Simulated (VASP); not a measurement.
Write the native input for VASP 6.6.1 that does the following.

- Task: single point
- Functional: PBEsol
- Potentials or basis: VASP PAW PBE potentials, release 64 (Al, Cu)
- Cutoff: 520 eV
- k mesh: 12 × 12 × 12
- Occupations: fermi-dirac, width 0.15 eV
- Spin: no spin polarisation
- Dipole correction: no
- Further INCAR settings: ALGO = Fast; EDIFF = 1e-07; NBANDS = 26

The structure of AlCu3 lies in POSCAR:

```
AlCu3
1.0
    0.0000000000      2.8840620831      2.8840620831
    2.8840620831      0.0000000000      2.8840620831
    2.8840620831      2.8840620831      0.0000000000
Al Cu
1 3
Direct
    0.0000000000      0.0000000000      0.0000000000
    0.5000000000      0.5000000000      0.5000000000
    0.2500000000      0.2500000000      0.2500000000
    0.7500000000      0.7500000000      0.7500000000
```

These files were run (other wordings do the same):

INCAR

```
SYSTEM = AlCu3
PREC = Accurate
ENCUT = 520
EDIFF = 1E-7
ISMEAR = -1
SIGMA = 0.15
LREAL = .False.
LASPH = .True.
NELM = 100
ALGO = Fast
ISIF = 2
LWAVE = .False.
LCHARG = .False.
GGA = PS
NBANDS = 26
```

KPOINTS

```
Automatic mesh
0
Gamma
  12 12 12
  0 0 0
```

Potentials or basis: VASP PAW PBE potentials, release 64 (Al, Cu).

The run is started by

```sh
$ cat potpaw_PBE.64/Al/POTCAR potpaw_PBE.64/Cu/POTCAR > POTCAR
$ mpirun -np 1 vasp_std > vasp.out
```

Results of the run:

| Property | Result |
| --- | --- |
| Pressure | 0.5 GPa |
| Band gap on the k mesh | zero (band 18 reaches 12.34 eV, above the bottom of band 19 at 6.47 eV) |

Caveat: the PAW data sets were made with another functional, which shifts forces and pressure a little.

Run time: 2.2 min on 1 thread of Intel Xeon 6975P-C, on a shared host, peak memory 0.21 GiB.
